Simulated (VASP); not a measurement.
Input of a VASP 6.6.1 run:

Contents of INCAR:

```
SYSTEM = Al
PREC = Accurate
ENCUT = 520
EDIFF = 1E-6
ISMEAR = -1
SIGMA = 0.03
LREAL = .FALSE.
LASPH = .TRUE.
NELM = 80
ALGO = Normal
ISIF = 2
LWAVE = .FALSE.
LCHARG = .TRUE.
LELF = .TRUE.
LVHAR = .TRUE.
NBANDS = 8
```

Contents of KPOINTS:

```
regular mesh
0
G
  17 17 17
  0 0 0
```

Contents of POSCAR:

```
Al
1.0
    0.0000000000      1.9966255657      1.9966255657
    1.9966255657      0.0000000000      1.9966255657
    1.9966255657      1.9966255657      0.0000000000
Al
1
Direct
    0.0000000000      0.0000000000      0.0000000000
```

Potentials or basis: VASP PAW LDA potentials, release 64 (Al).

Command:

```bash
$ cat potpaw_LDA.64/Al/POTCAR > POTCAR
$ mpirun -np 1 vasp_std > vasp.out
```

Task: Estimate the pressure.

Result: -0.6 GPa.
